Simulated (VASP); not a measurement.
The system is BN.

```
N B
1.0
     0.00000    1.82501    1.82501
     1.82501    0.00000    1.82501
     1.82501    1.82501    0.00000
N B
1 1
Direct
  0.25000 0.25000 0.25000
  0.00000 0.00000 0.00000
```

This cell differs from its parent crystal: volume scaled by 1.02.

Base run:

* Program: VASP 6.6.1
* Functional: PBEsol
* Potentials or basis: VASP PAW PBE potentials, release 64 (N, B)
* Cutoff: 520 eV
* k mesh: 13 × 13 × 13
* Occupations: fermi-dirac, width 0.05 eV
* Spin: no spin polarisation

Its results: band gap on the k mesh 4.32 eV, indirect (least direct gap 8.63 eV); pressure -12.7 GPa.

The run is repeated on the same cell with these changes: functional from PBEsol to PBE. What comes out?

Band gap on the k mesh 4.50 eV, indirect (least direct gap 8.68 eV); pressure -7.3 GPa.

PBE binds less tightly than PBEsol, so the same cell stands under more pressure.

Caveats: the PAW data sets were made with another functional, which shifts forces and pressure a little (some runs).

A k mesh can miss the band edges.
